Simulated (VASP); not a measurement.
# WC (Fm-3m) in VASP: further runs

The runs below take WC through single point, with LDA.

Program: VASP 6.6.1. These are calculated values, not measurements. Logs are shortened: lines on timing, memory, paths and dates and some standing lists are left out, and cuts for length are marked.

## 1. The cell of the first run

Symmetry: Fm-3m, No. 225, cubic system. The conventional cell has a = 4.385 Å, b = 4.385 Å, c = 4.385 Å, α = 90.00°, β = 90.00°, γ = 90.00°. Within 2.9 Å of W (site symmetry m-3m) lie 6 C at 2.19 Å. Within 2.9 Å of C (site symmetry m-3m) lie 6 W at 2.19 Å.

## 2. Single point, LDA

File INCAR:

```
SYSTEM = WC
PREC     = Accurate       ! precision mode
ENCUT    = 520            ! plane-wave cutoff, eV
EDIFF    = 1E-6           ! SCF threshold, eV
ISMEAR   = 1              ! smearing method
SIGMA    = 0.1            ! smearing width, eV
LREAL    = .False.        ! projectors in reciprocal space
LASPH    = .True.         ! aspherical terms in the spheres
NELM     = 80             ! most SCF steps
ALGO     = Normal         ! electronic algorithm
ISIF     = 2              ! what is computed and relaxed
LWAVE    = .False.        ! write WAVECAR
LCHARG   = .True.         ! write CHGCAR
LELF     = .True.         ! ELF
LVHAR    = .True.       
NBANDS   = 16             ! bands
```

File KPOINTS:

```
Automatic mesh
0
Gamma
  3 3 3
  0 0 0
```

File POSCAR:

```
WC
1.0
    0.0000000000      2.1926840000      2.1926840000
    2.1926840000      0.0000000000      2.1926840000
    2.1926840000      2.1926840000      0.0000000000
W C
1 1
Direct
    0.0000000000      0.0000000000      0.0000000000
    0.5000000000      0.5000000000      0.5000000000
```

Potentials or basis: VASP PAW LDA potentials, release 64 (W_sv, C).

Command:

```sh
$ cat potpaw_LDA.64/W_sv/POTCAR potpaw_LDA.64/C/POTCAR > POTCAR
$ mpirun -np 1 vasp_std > vasp.out
```

OUTCAR:

```text
SYSTEM = WC
   PREC = Accurate
   ENCUT = 520
   EDIFF = 1E-6
   ISMEAR = 1
   LREAL = .False.
   LASPH = .True.
   NELM = 80
   ISIF = 2

 ion  position               nearest neighbor table
   1  0.000  0.000  0.000-   2 2.19   2 2.19   2 2.19   2 2.19   2 2.19   2 2.19
   2  0.500  0.500  0.500-   1 2.19   1 2.19   1 2.19   1 2.19   1 2.19   1 2.19

  LATTYP: Found a face centered cubic cell.
 ALAT       =     4.3853680000

  Lattice vectors:

 A1 = (   0.0000000000,   2.1926840000,   2.1926840000)
 A2 = (   2.1926840000,   0.0000000000,   2.1926840000)
 A3 = (   2.1926840000,   2.1926840000,   0.0000000000)

Analysis of symmetry for initial positions (statically):
=====================================================================
 Subroutine PRICEL returns:
 Original cell was already a primitive cell.

 Routine SETGRP: Setting up the symmetry group for a
 face centered cubic supercell.

 Subroutine GETGRP returns: Found 48 space group operations
 (whereof 48 operations were pure point group operations)
 out of a pool of 48 trial point group operations.

The static configuration has the point symmetry O_h .

Analysis of symmetry for dynamics (positions and initial velocities):
=====================================================================
 Subroutine PRICEL returns:
 Original cell was already a primitive cell.

 Routine SETGRP: Setting up the symmetry group for a
 face centered cubic supercell.

 Subroutine GETGRP returns: Found 48 space group operations
 (whereof 48 operations were pure point group operations)
 out of a pool of 48 trial point group operations.

The dynamic configuration has the point symmetry O_h .

 Subroutine INISYM returns: Found 48 space group operations
 (whereof 48 operations are pure point group operations),
 and found     1 'primitive' translations

----------------------------------------------------------------------------------------

                                     Primitive cell

  volume of cell :      21.0842

  direct lattice vectors                    reciprocal lattice vectors
     0.000000000  2.192684000  2.192684000    -0.228031034  0.228031034  0.228031034
     2.192684000  0.000000000  2.192684000     0.228031034 -0.228031034  0.228031034
     2.192684000  2.192684000  0.000000000     0.228031034  0.228031034 -0.228031034

  length of vectors
     3.100923451  3.100923451  3.100923451     0.394961337  0.394961337  0.394961337

  position of ions in fractional coordinates (direct lattice)
     0.000000000  0.000000000  0.000000000
     0.500000000  0.500000000  0.500000000

  ion indices of the primitive-cell ions
   primitive index   ion index
                 1           1
[... 54 lines left out ...]
   EDIFFG = 0.1E-04   stopping-criterion for IOM
   NSW    =      0    number of steps for IOM
   IBRION =     -1    ionic relax: 0-MD 1-quasi-New 2-CG
   NFREE  =      0    steps in history (QN), initial steepest desc. (CG)
   ISIF   =      2    stress and relaxation
   ISYM   =      2    0-nonsym 1-usesym 2-fastsym
   POTIM  = 0.5000    time-step for ionic-motion
   TEBEG  =    0.0;   TEEND  =   0.0 temperature during run
   PSTRESS=    0.0 pullay stress
   NELECT =      18.0000    total number of electrons
   NUPDOWN=      -1.0000    fix difference up-down
   EMIN   =  10.00;   EMAX   =-10.00  energy-range for DOS
   EFERMI =   0.00;   METHOD = LEGACY
   ISMEAR =     1;   SIGMA  =   0.10  broadening in eV -4-tet -1-fermi 0-gaus
   EFERMI_NEDOS =   21; number of points for ismear=-14 and -15
   IALGO  =     38    algorithm
   IMIX   =      4    mixing-type and parameters
     AMIX     =   0.40;   BMIX     =  1.00
     AMIX_MAG =   1.60;   BMIX_MAG =  1.00
  volume/ion in A,a.u.               =      10.54        71.14
  Fermi-wavevector in a.u.,A,eV,Ry     =   1.553029  2.934800 32.815887  2.411900
  Thomas-Fermi vector in A             =   2.657319
   LORBIT       =      0    0 simple, 1 ext, 2 COOP (PROOUT), +10 PAW based schemes
   GGA     = CA    functional components
   LHFCALC =     F    Hartree Fock is set to
   AEXX    =    0.0000 exact exchange contribution
   IVDW    =     0    specifies the selected vdW correction
   LEPSILON=     F    determine dielectric tensor
   LRPA    =     F    only Hartree local field effects (RPA)
 non-spin polarized calculation
 Methfessel and Paxton  Order N= 1 SIGMA  =   0.10
  energy-cutoff  :      520.00
  volume of cell :       21.08
 maximum number of plane-waves:       576
   NGX = 11   NGY = 11   NGZ = 11

 number of electron      18.0000001 magnetization

 Free energy of the ion-electron system (eV)
  ---------------------------------------------------
  ext. energy  EPLUGINS =         0.00000000
  ---------------------------------------------------
  free energy    TOTEN  =       -23.10471688 eV

  energy without entropy =      -23.09249186  energy(sigma->0) =      -23.10064187

 E-fermi :  12.0232     XC(G=0): -13.8952

 val. band max:       11.6586184483   @ k =  -0.3333   0.3333   0.0000
 cond. band min:      12.0543442633   @ k =   0.3333   0.0000   0.0000
 fundamental gap:      0.3957258150
 Fermi energy:        12.0231898157

 k-point     1 :       0.0000    0.0000    0.0000
  band No.  band energies     occupation
      1     -62.8235      2.00000
      2     -27.0630      2.00000
      3     -27.0630      2.00000
      4     -27.0630      2.00000
      5      -3.2469      2.00000
      6       9.4560      2.00000
[... 53 lines left out ...]
      3     -27.4433      2.00000
      4     -27.1925      2.00000
      5       0.2399      2.00000
      6       4.6002      2.00000
[... 8 lines left out ...]
     15      23.9312      0.00000
     16      24.6379      0.00000

------------------------ aborting loop because EDIFF is reached ----------------------------------------

  FORCE on cell =-STRESS in cart. coord.  units (eV):
  Direction    XX          YY          ZZ          XY          YZ          ZX
  --------------------------------------------------------------------------------------
  -------------------------------------------------------------------------------------
  Total       -0.9367075     -0.9367075     -0.9367075      0.0000000      0.0000000     -0.0000000
  in kB      -71.1797474    -71.1797474    -71.1797474      0.0000000      0.0000000     -0.0000000
  external PRESSURE =     -71.1797474 kB  Pullay stress =       0.0000000 kB

 VOLUME and BASIS-vectors are now :
 -----------------------------------------------------------------------------
  energy-cutoff  :      520.00
  volume of cell :       21.08
      direct lattice vectors                 reciprocal lattice vectors
     0.000000000  2.192684000  2.192684000    -0.228031034  0.228031034  0.228031034
     2.192684000  0.000000000  2.192684000     0.228031034 -0.228031034  0.228031034
     2.192684000  2.192684000  0.000000000     0.228031034  0.228031034 -0.228031034

 POSITION                                       TOTAL-FORCE (eV/Angst)
 -----------------------------------------------------------------------------------
      0.00000      0.00000      0.00000        -0.000000     -0.000000     -0.000000
      2.19268      2.19268      2.19268         0.000000      0.000000      0.000000
 -----------------------------------------------------------------------------------
    total drift:                                0.000000     -0.000000     -0.000000

  FREE ENERGIE OF THE ION-ELECTRON SYSTEM (eV)
  ---------------------------------------------------
  free  energy   TOTEN  =       -23.1047168821 eV

  energy  without entropy=      -23.0924918593  energy(sigma->0) =      -23.10064187
```

OSZICAR:

```text
N       E                     dE             d eps       ncg     rms          rms(c)
DAV:   1     0.101245978554E+03    0.10125E+03   -0.95147E+03   128   0.122E+03
DAV:   2    -0.237476830859E+02   -0.12499E+03   -0.12046E+03   152   0.320E+02
DAV:   3    -0.267986767368E+02   -0.30510E+01   -0.30316E+01   128   0.464E+01
DAV:   4    -0.268179913849E+02   -0.19315E-01   -0.19314E-01   160   0.398E+00
DAV:   5    -0.268181075597E+02   -0.11617E-03   -0.11618E-03   152   0.317E-01    0.304E+01
DAV:   6    -0.232209924074E+02    0.35971E+01   -0.10066E+01   136   0.279E+01    0.746E+00
DAV:   7    -0.231410280239E+02    0.79964E-01   -0.43104E-01   128   0.528E+00    0.569E+00
DAV:   8    -0.231087392756E+02    0.32289E-01   -0.90332E-02   128   0.200E+00    0.130E+00
DAV:   9    -0.231048298630E+02    0.39094E-02   -0.74412E-03   128   0.526E-01    0.114E-01
DAV:  10    -0.231047255838E+02    0.10428E-03   -0.50426E-04   168   0.226E-01    0.877E-02
DAV:  11    -0.231047193003E+02    0.62835E-05   -0.55980E-05   128   0.540E-02    0.263E-02
DAV:  12    -0.231047168654E+02    0.24349E-05   -0.69913E-06   144   0.211E-02    0.150E-03
DAV:  13    -0.231047168821E+02   -0.16704E-07   -0.15929E-07    72   0.318E-03
   1 F= -.23104717E+02 E0= -.23100642E+02  d E =-.122250E-01
```

Run time: 2.5 s. Hardware: 1 thread of Intel Xeon Platinum 8259CL at 2.50GHz (Skylake/Cascade Lake), shared host; peak memory 0.13 GiB.

Results:

- Free energy: -23.1047 eV
- Pressure: -7.1 GPa
- Band gap on the k mesh: zero (band 9 reaches 12.05 eV, above the bottom of band 10 at 11.24 eV)

Caveat: the k points lie up to 0.83 Å⁻¹ apart; spin-orbit coupling is left out, which moves the levels of the heavy elements.

## 3. Single point, LDA

File INCAR:

```
SYSTEM = WC
PREC = Accurate
ENCUT = 520
EDIFF = 1E-7
ISMEAR = 1
SIGMA = 0.1
LREAL = .False.
LASPH = .True.
NELM = 100
ALGO = Normal
ISIF = 2
LWAVE = .False.
LCHARG = .False.
NBANDS = 16
```

File KPOINTS:

```
Automatic mesh
0
Gamma
  4 4 4
  0 0 0
```

POSCAR is that of step 2.

Potentials or basis: VASP PAW LDA potentials, release 64 (W_sv, C).

Command:

```sh
$ cat potpaw_LDA.64/W_sv/POTCAR potpaw_LDA.64/C/POTCAR > POTCAR
$ mpirun -np 1 vasp_std > vasp.out
```

OUTCAR:

```text
SYSTEM = WC
   PREC = Accurate
   ENCUT = 520
   EDIFF = 1E-7
   ISMEAR = 1
   LREAL = .False.
   LASPH = .True.
   NELM = 100
   ISIF = 2

 ion  position               nearest neighbor table
   1  0.000  0.000  0.000-   2 2.19   2 2.19   2 2.19   2 2.19   2 2.19   2 2.19
   2  0.500  0.500  0.500-   1 2.19   1 2.19   1 2.19   1 2.19   1 2.19   1 2.19

  LATTYP: Found a face centered cubic cell.
 ALAT       =     4.3853680000

  Lattice vectors:

 A1 = (   0.0000000000,   2.1926840000,   2.1926840000)
 A2 = (   2.1926840000,   0.0000000000,   2.1926840000)
 A3 = (   2.1926840000,   2.1926840000,   0.0000000000)

Analysis of symmetry for initial positions (statically):
=====================================================================
 Subroutine PRICEL returns:
 Original cell was already a primitive cell.

 Routine SETGRP: Setting up the symmetry group for a
 face centered cubic supercell.

 Subroutine GETGRP returns: Found 48 space group operations
 (whereof 48 operations were pure point group operations)
 out of a pool of 48 trial point group operations.

The static configuration has the point symmetry O_h .

Analysis of symmetry for dynamics (positions and initial velocities):
=====================================================================
 Subroutine PRICEL returns:
 Original cell was already a primitive cell.

 Routine SETGRP: Setting up the symmetry group for a
 face centered cubic supercell.

 Subroutine GETGRP returns: Found 48 space group operations
 (whereof 48 operations were pure point group operations)
 out of a pool of 48 trial point group operations.

The dynamic configuration has the point symmetry O_h .

 Subroutine INISYM returns: Found 48 space group operations
 (whereof 48 operations are pure point group operations),
 and found     1 'primitive' translations

----------------------------------------------------------------------------------------

                                     Primitive cell

  volume of cell :      21.0842

[... 92 lines left out ...]
  volume/ion in A,a.u.               =      10.54        71.14
  Fermi-wavevector in a.u.,A,eV,Ry     =   1.553029  2.934800 32.815887  2.411900
  Thomas-Fermi vector in A             =   2.657319
   LORBIT       =      0    0 simple, 1 ext, 2 COOP (PROOUT), +10 PAW based schemes
   GGA     = CA    functional components
   LHFCALC =     F    Hartree Fock is set to
   AEXX    =    0.0000 exact exchange contribution
   IVDW    =     0    specifies the selected vdW correction
   LEPSILON=     F    determine dielectric tensor
   LRPA    =     F    only Hartree local field effects (RPA)
 non-spin polarized calculation
 Methfessel and Paxton  Order N= 1 SIGMA  =   0.10
  energy-cutoff  :      520.00
  volume of cell :       21.08
 maximum number of plane-waves:       588
 NGX is ok and might be reduce to    24
   NGX = 11   NGY = 11   NGZ = 11

 number of electron      18.0000001 magnetization

 Free energy of the ion-electron system (eV)
  ---------------------------------------------------
  ext. energy  EPLUGINS =         0.00000000
  ---------------------------------------------------
  free energy    TOTEN  =       -23.89390258 eV

  energy without entropy =      -23.89124546  energy(sigma->0) =      -23.89301687

 E-fermi :  11.8750     XC(G=0): -13.8953

 val. band max:       11.8313169580   @ k =  -0.2500   0.2500   0.0000
 cond. band min:      12.1335447172   @ k =   0.2500   0.2500   0.0000
 fundamental gap:      0.3022277593
 Fermi energy:        11.8750440049

 k-point     1 :       0.0000    0.0000    0.0000
  band No.  band energies     occupation
      1     -62.6543      2.00000
      2     -26.9075      2.00000
      3     -26.9075      2.00000
      4     -26.9075      2.00000
      5      -3.3509      2.00000
      6       9.5388      2.00000
[... 129 lines left out ...]
      3     -27.2844      2.00000
      4     -27.1266      2.00000
      5      -0.2157      2.00000
      6       5.9923      2.00000
[... 8 lines left out ...]
     15      25.1026      0.00000
     16      25.1026      0.00000

------------------------ aborting loop because EDIFF is reached ----------------------------------------

  FORCE on cell =-STRESS in cart. coord.  units (eV):
  Direction    XX          YY          ZZ          XY          YZ          ZX
  --------------------------------------------------------------------------------------
  -------------------------------------------------------------------------------------
  Total       -2.0037315     -2.0037315     -2.0037315      0.0000000      0.0000000     -0.0000000
  in kB     -152.2621534   -152.2621534   -152.2621534      0.0000000      0.0000000     -0.0000000
  external PRESSURE =    -152.2621534 kB  Pullay stress =       0.0000000 kB

 VOLUME and BASIS-vectors are now :
 -----------------------------------------------------------------------------
  energy-cutoff  :      520.00
  volume of cell :       21.08
      direct lattice vectors                 reciprocal lattice vectors
     0.000000000  2.192684000  2.192684000    -0.228031034  0.228031034  0.228031034
     2.192684000  0.000000000  2.192684000     0.228031034 -0.228031034  0.228031034
     2.192684000  2.192684000  0.000000000     0.228031034  0.228031034 -0.228031034

 POSITION                                       TOTAL-FORCE (eV/Angst)
 -----------------------------------------------------------------------------------
      0.00000      0.00000      0.00000         0.000000      0.000000      0.000000
      2.19268      2.19268      2.19268        -0.000000     -0.000000     -0.000000
 -----------------------------------------------------------------------------------
    total drift:                                0.000000     -0.000000     -0.000000

  FREE ENERGIE OF THE ION-ELECTRON SYSTEM (eV)
  ---------------------------------------------------
  free  energy   TOTEN  =       -23.8939025791 eV

  energy  without entropy=      -23.8912454598  energy(sigma->0) =      -23.89301687
```

OSZICAR:

```text
N       E                     dE             d eps       ncg     rms          rms(c)
DAV:   1     0.111031935711E+03    0.11103E+03   -0.95901E+03   256   0.127E+03
DAV:   2    -0.239113174852E+02   -0.13494E+03   -0.13008E+03   304   0.335E+02
DAV:   3    -0.272422630249E+02   -0.33309E+01   -0.33200E+01   272   0.496E+01
DAV:   4    -0.272607676754E+02   -0.18505E-01   -0.18504E-01   336   0.425E+00
DAV:   5    -0.272609121322E+02   -0.14446E-03   -0.14446E-03   272   0.351E-01    0.307E+01
DAV:   6    -0.239745013276E+02    0.32864E+01   -0.63416E+00   312   0.265E+01    0.793E+00
DAV:   7    -0.239269993564E+02    0.47502E-01   -0.72687E-01   272   0.555E+00    0.605E+00
DAV:   8    -0.239044659878E+02    0.22533E-01   -0.12536E-01   256   0.221E+00    0.150E+00
DAV:   9    -0.238940029374E+02    0.10463E-01   -0.18012E-02   272   0.830E-01    0.135E-01
DAV:  10    -0.238939564232E+02    0.46514E-04   -0.11424E-03   272   0.305E-01    0.130E-01
DAV:  11    -0.238939117105E+02    0.44713E-04   -0.22931E-04   272   0.968E-02    0.385E-02
DAV:  12    -0.238939025057E+02    0.92049E-05   -0.26607E-05   288   0.342E-02    0.276E-03
DAV:  13    -0.238939026382E+02   -0.13257E-06   -0.81233E-07   304   0.614E-03    0.266E-03
DAV:  14    -0.238939025791E+02    0.59124E-07   -0.69330E-08   232   0.179E-03
   1 F= -.23893903E+02 E0= -.23893017E+02  d E =-.265712E-02
```

Wall time 3.5 s (1 thread of Intel Xeon Platinum 8259CL at 2.50GHz (Skylake/Cascade Lake), shared host); peak memory 0.13 GiB.

Results:

```
Free energy            : -23.8939 eV
Pressure               : -15.2 GPa
Band gap on the k mesh : zero (band 9 reaches 13.32 eV, above the bottom of band 10 at 11.22 eV)
```

Caveat: the k points lie up to 0.62 Å⁻¹ apart; spin-orbit coupling is left out, which moves the levels of the heavy elements.
